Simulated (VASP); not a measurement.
A run of VASP 6.6.1:

INCAR

```
  ALGO = Normal
  EDIFF = 1E-7
  EDIFFG = -0.01
  ENCUT = 600
  GGA = PS
  IBRION = 2
  ISIF = 3
  ISMEAR = -1
  LASPH = T
  LCHARG = F
  LREAL = F
  LWAVE = F
  NELM = 100
  NSW = 60
  PREC = Accurate
  SIGMA = 0.05
```

Contents of KPOINTS:

```
k-points
0
Gamma
  10 10 10
```

The input POSCAR:

```
Hf
1.0
    0.0000000000      2.2200000000      2.2200000000
    2.2200000000      0.0000000000      2.2200000000
    2.2200000000      2.2200000000      0.0000000000
Hf
1
Direct
    0.0000000000      0.0000000000      0.0000000000
```

Potentials or basis: VASP PAW PBE potentials, release 64 (Hf_pv).

Command:

```sh
$ cat potpaw_PBE.64/Hf_pv/POTCAR > POTCAR
$ mpirun -np 1 vasp_std > vasp.out
```

Hardware: 1 thread of Intel Xeon 8259CL (shared host).

Q: How long does it take, and how much memory?

A: Wall time 62 s on 1 thread of Intel Xeon 8259CL, with other jobs on the host, peak memory 0.17 GiB. Counts: scf iterations 27, k points 47, ion steps 3.
